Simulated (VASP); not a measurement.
Set up this calculation in VASP 6.6.1, as the native input.

```yaml
Task: single point
Functional: PBEsol
Potentials_or_basis: VASP PAW PBE potentials, release 64 (Co_sv, O)
Cutoff: 700 eV
k_mesh: 9 × 9 × 9
Occupations: fermi-dirac, width 0.05 eV
Spin: collinear spin, ferromagnetic start
Starting_moments: "[0.5, 0.0] μB"
Fixed_moment: 0.5 μB
Dipole_correction: no
Further_INCAR_settings: ALGO = Normal; EDIFF = 1e-06; NBANDS = 22
```

The structure of CoO lies in POSCAR:

```
CoO
1.0
    1.5054695445      0.8691832468      2.4399269062
   -1.5054695445      0.8691832468      2.4399269062
    0.0000000000     -1.7383664936      2.4399269062
Co O
1 1
Direct
    0.0000000000      0.0000000000      0.0000000000
    0.5000000000      0.5000000000      0.5000000000
```

These files were run (other wordings do the same):

INCAR

```
  PREC = Accurate
  ENCUT = 700
  EDIFF = 1E-6
  ISMEAR = -1
  SIGMA = 0.05
  LREAL = F
  LASPH = T
  NELM = 200
  ALGO = Normal
  ISIF = 2
  LWAVE = F
  LCHARG = F
  ISPIN = 2
  MAGMOM = 0.5 0
  LORBIT = 11
  NUPDOWN = 0.5
  LMAXMIX = 4
  GGA = PS
  NBANDS = 22
  GGA_COMPAT = F
```

KPOINTS

```
Automatic mesh
0
Gamma
  9 9 9
```

Potentials or basis: VASP PAW PBE potentials, release 64 (Co_sv, O).

The run is started by

```sh
$ cat potpaw_PBE.64/Co_sv/POTCAR potpaw_PBE.64/O/POTCAR > POTCAR
$ mpirun -np 1 vasp_std > vasp.out
```

It gave:

```yaml
Pressure: -27.1 GPa
Net_moment: 0.50 μB per cell
Site_moments: Co +0.49; O -0.01 μB
Valence_electrons_inside_the_program's_atomic_spheres: Co 14.97; O 4.89
```

Caveat: the cell stands under tension; the PAW data sets were made with another functional, which shifts forces and pressure a little; the total moment is fixed, so each spin has its own Fermi level and the state may be an excited one; a cell with one magnetic atom can't hold antiferromagnetic order, which such compounds often take.

Wall time 74 s on 1 thread of Intel(R) Xeon(R) Platinum 8488C (Sapphire Rapids), on a shared host, peak memory 0.23 GiB.
